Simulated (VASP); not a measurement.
Write the native input for VASP 6.6.1 that does the following.

| Item | Value |
| --- | --- |
| Task | single point |
| Functional | PBEsol |
| Potentials or basis | VASP PAW PBE potentials, release 64 (Ga_d) |
| Cutoff | 520 eV |
| k mesh | 16 × 16 × 16 |
| Occupations | fermi-dirac, width 0.1 eV |
| Spin | no spin polarisation |
| Dipole correction | no |
| Further INCAR settings | ALGO = Normal; EDIFF = 1e-06; NBANDS = 12 |

The structure of Ga lies in POSCAR:

```
Ga
1.0
   -1.6523146335      1.6523146335      1.6523146335
    1.6523146335     -1.6523146335      1.6523146335
    1.6523146335      1.6523146335     -1.6523146335
Ga
1
Direct
    0.0000000000      0.0000000000      0.0000000000
```

One way to write it, as run:

INCAR

```
SYSTEM = Ga
ALGO = Normal
EDIFF = 1E-6
ENCUT = 520
GGA = PS
ISIF = 2
ISMEAR = -1
LASPH = .TRUE.
LCHARG = .TRUE.
LELF = .TRUE.
LREAL = .FALSE.
LVHAR = .TRUE.
LWAVE = .FALSE.
NBANDS = 12
NELM = 100
PREC = Accurate
SIGMA = 0.1
```

KPOINTS

```
k-points
0
G
  16 16 16
  0 0 0
```

Potentials or basis: VASP PAW PBE potentials, release 64 (Ga_d).

Command:

```bash
$ cat potpaw_PBE.64/Ga_d/POTCAR > POTCAR
$ mpirun -np 1 vasp_std > vasp.out
```

Results of the run:

| Quantity | Value |
| --- | --- |
| Pressure | -0.1 GPa |

Caveat: the PAW data sets were made with another functional, which shifts forces and pressure a little.

Run time: 6.9 s on 1 thread of Intel(R) Xeon(R) 6975P-C (Granite Rapids), with other jobs on the host, peak memory 0.15 GiB.
